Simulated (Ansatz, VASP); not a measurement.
## Zr3N: VASP beside Ansatz

The input INCAR:

```
PREC = Accurate
ENCUT = 600
EDIFF = 1E-6
ISMEAR = 0
SIGMA = 0.1
LREAL = F
LASPH = T
NELM = 100
ALGO = Normal
ISIF = 3
LWAVE = F
LCHARG = F
GGA = PS
IBRION = 2
NSW = 80
EDIFFG = -0.05
```

The input KPOINTS:

```
regular mesh
0
Gamma
  6 6 4
```

POSCAR

```
Zr3N
1.0
    5.6159017043      0.0000000000      0.0000000000
   -2.8079508522      4.8635135411      0.0000000000
    0.0000000000      0.0000000000      5.1858321202
Zr N
6 2
Direct
    0.0000000000      0.6605667269      0.5000000000
    0.0000000000      0.3394332731      0.0000000000
    0.6605667269      0.6605667269      0.0000000000
    0.6605667269      0.0000000000      0.5000000000
    0.3394332731      0.3394332731      0.5000000000
    0.3394332731      0.0000000000      0.0000000000
    0.6666666667      0.3333333333      0.7500000000
    0.3333333333      0.6666666667      0.2500000000
```

Input for Ansatz:

```yaml
crystal:
  lattice:
    - [5.6159017043, 0.0, 0.0]
    - [-2.8079508522, 4.8635135411, 0.0]
    - [0.0, 0.0, 5.1858321202]
  atoms:
    - { symbol: Zr, position: [0.0, 0.6605667269, 0.5] }
    - { symbol: Zr, position: [0.0, 0.3394332731, 0.0] }
    - { symbol: Zr, position: [0.6605667269, 0.6605667269, 0.0] }
    - { symbol: Zr, position: [0.6605667269, 0.0, 0.5] }
    - { symbol: Zr, position: [0.3394332731, 0.3394332731, 0.5] }
    - { symbol: Zr, position: [0.3394332731, 0.0, 0.0] }
    - { symbol: "N", position: [0.6666666667, 0.3333333333, 0.75] }
    - { symbol: "N", position: [0.3333333333, 0.6666666667, 0.25] }
basis:
  ecutwfc: 420
kpoints:
  mp_grid: { grid: [6, 6, 4] }
hamiltonian:
  xc: pbesol
scf:
  occupations: { method: gaussian, width: 0.1 }
output:
  forces: true
  stress: true
  eigenvalues: true
relax:
  adjacent_minimum: "off"
  f_tol: 0.05
  max_steps: 60
  cell: { stress_tol: 0.5 }
```

Alike in both runs: task relaxation of cell and atoms; functional PBEsol; k mesh 6 × 6 × 4; occupations gaussian, width 0.1 eV; no spin polarisation.

```csv
,VASP,Ansatz
version,VASP 6.6.1,Ansatz 0.2.0
potentials or method,"VASP PAW PBE potentials, release 64 (Zr_sv, N), cutoff 600 eV","scalar-relativistic, plane waves, PAW"
valence electrons in the cell,82,82
```

|  | VASP | Ansatz | Ansatz less VASP |
| --- | --- | --- | --- |
| gap on the k mesh at the Fermi level, each at its own relaxed structure (eV) | none | none | - |
| relaxed volume (Å³/atom) | 17.75 | 17.76 | +0.008 |
| relaxed cell length with the largest relative difference (Å) | 5.229 | 5.227 | -0.0024 |

VASP's potentials were made for PBE, not for PBEsol. A gap of «none» marks a metal or a gap that the smearing closes.
